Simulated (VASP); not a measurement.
Wanted: the native input for a VASP 6.6.1 run.

* Task: single point
* Functional: PBE
* Potentials or basis: VASP PAW PBE potentials, release 64 (Zn)
* Cutoff: 520 eV
* k mesh: 16 × 16 × 16
* Occupations: fermi-dirac, width 0.0612256 eV
* Spin: no spin polarisation
* Dipole correction: no
* Further INCAR settings: ALGO = Normal; EDIFF = 1e-06; NBANDS = 12

The structure of Zn lies in POSCAR:

```
Zn
1.0
    0.0000000000      1.9640518452      1.9640518452
    1.9640518452      0.0000000000      1.9640518452
    1.9640518452      1.9640518452      0.0000000000
Zn
1
Direct
    0.0000000000      0.0000000000      0.0000000000
```

The input as run:

INCAR

```
SYSTEM = Zn
ALGO = Normal
EDIFF = 1E-6
ENCUT = 520
GGA = PE
ISIF = 2
ISMEAR = -1
LASPH = .True.
LCHARG = .True.
LELF = .True.
LREAL = .False.
LVHAR = .True.
LWAVE = .False.
NBANDS = 12
NELM = 60
PREC = Accurate
SIGMA = 0.06122561905347299
```

KPOINTS

```
k-points
0
Gamma
  16 16 16
  0 0 0
```

Potentials or basis: VASP PAW PBE potentials, release 64 (Zn).

Command:

```bash
$ cat potpaw_PBE.64/Zn/POTCAR > POTCAR
$ mpirun -np 1 vasp_std > vasp.out
```

Results of the run:

```yaml
Pressure: 0.3 GPa
Band_gap_on_the_k_mesh: zero (band 6 reaches 5.34 eV, above the bottom of band 7 at 1.71 eV)
```

Wall time 7.3 s on 1 thread of Intel(R) Xeon(R) 6975P-C (Granite Rapids), with other jobs on the host, peak memory 0.15 GiB.
